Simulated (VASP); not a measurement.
Runs of VASP 6.6.1 on Sr. The structure is that of space group Im-3m (No. 229), or close to it. The cells are those of the table. 

```csv
cell,k mesh,gap on the mesh (eV),pressure (GPa)
"a = 4.256 Å, angles 109.5°, 1 atom",10 × 10 × 10,none,(b)
"a = 4.201 Å, angles 109.5°, 1 atom",10 × 10 × 10,none,0.0
"a = 4.144 Å, angles 109.5°, 1 atom",10 × 10 × 10,none,0.5
"a = 4.026 Å, angles 109.5°, 1 atom",10 × 10 × 10,none,(a)
"a = 4.086 Å, angles 109.5°, 1 atom",10 × 10 × 10,none,1.0
"a = 4.310 Å, angles 109.5°, 1 atom",10 × 10 × 10,none,-0.7
"a = 4.201 Å, angles 109.5°, 1 atom",15 × 15 × 15,none,0.0
"a = 4.363 Å, angles 109.5°, 1 atom",10 × 10 × 10,none,-1.0
```

Alike in all rows: task single point; level revPBE; potentials or basis VASP PAW PBE potentials, release 64 (Sr_sv); no spin polarisation; cutoff (eV) 520; smearing fermi-dirac 0.1 eV.

**Question.** Fill in the values left out.

**Answer.** (a) 1.7; (b) -0.4.

Caveats: the PAW data sets were made with another functional, which shifts forces and pressure a little.

A k mesh can miss the band edges, and the runs leave out spin-orbit coupling on Sr.

A gap of «none» marks levels without a gap at the run's occupations.
